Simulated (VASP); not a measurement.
# Al: single point with PBEsol

Crystal: Al.

```
Al
1.0
    -1.42889    1.42823    2.02005
     1.42889   -1.42823    2.02005
     1.42889    1.42823   -2.02005
Al
1
Direct
  0.00000 0.50000 0.50000
```

```
Program                 : VASP 6.6.1
Task                    : single point
Functional              : PBEsol
Potentials or basis     : VASP PAW PBE potentials, release 64 (Al)
Cutoff                  : 520 eV
k mesh                  : 28 × 28 × 28
Occupations             : gaussian, width 0.1 eV
Spin                    : no spin polarisation
Dipole correction       : no
k mesh for the DOS      : 42 × 42 × 42
Occupations for the DOS : tetrahedron
Further INCAR settings  : ALGO = Fast; EDIFF = 1e-07
```

```
Valence electrons inside the program's atomic spheres : Al 0.77
```

Levels at points of the mesh, in eV from the Fermi level:
```csv
k point,band 1,band 2,band 3,band 4,band 5
"(0.00, 0.00, 0.00)",-11.15,12.58,12.59,12.59,14.08
"(0.50, 0.00, 0.00)",-4.61,-4.39,11.38,11.39,11.42
"(0.00, 0.50, 0.00)",-4.61,-4.39,11.39,11.39,11.43
"(0.50, 0.50, 0.00)",-2.93,-1.62,5.24,5.58,5.58
"(0.50, 0.50, 0.50)",-2.93,-1.62,5.24,5.57,5.58
```

Wall time 22 min on 1 thread of Oxide Virtual Turin-like Processor (shared host), peak memory 1.1 GiB.
